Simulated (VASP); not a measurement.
**CaMg3: single point with LDA**

CaMg3:

```
Ca Mg
1.0
    -2.66942    2.66942    3.76146
     2.66942   -2.66942    3.76146
     2.66942    2.66942   -3.76146
Ca Mg
1 3
Cartesian
  0.0000 0.0000 0.0000
  0.0000 0.0000 3.7615
  2.6694 0.0000 1.8807
  0.0000 2.6694 1.8807
```

```
Program             : VASP 6.6.1
Task                : single point
Functional          : LDA
Potentials or basis : VASP PAW LDA potentials, release 64 (Ca_sv, Mg)
Cutoff              : 520 eV
k mesh              : 6 × 6 × 6
Occupations         : methfessel-paxton, width 0.05 eV
Spin                : no spin polarisation
```

```yaml
Pressure: -3.1 GPa
Band_gap_on_the_k_mesh: zero (band 8 reaches 2.66 eV, above the bottom of band 9 at 1.45 eV)
```

Levels at points of the mesh, in eV from the Fermi level:
```tsv
k point	band 6	band 7	band 8	band 9	band 10	band 11
(0.00, 0.00, 0.00)	0.20	0.20	0.20	1.86	1.87	1.93
(0.50, 0.00, 0.00)	-3.75	-0.09	-0.08	1.29	1.48	1.50
(0.50, 0.50, 0.00)	-3.25	-1.52	-0.68	-0.68	0.28	2.56
(0.50, 0.50, 0.50)	-3.24	-1.54	-0.69	-0.69	0.27	2.57
```

Wall time 52 s on 1 thread of Intel(R) Xeon(R) Platinum 8488C (Sapphire Rapids), with other jobs on the host, peak memory 0.22 GiB.
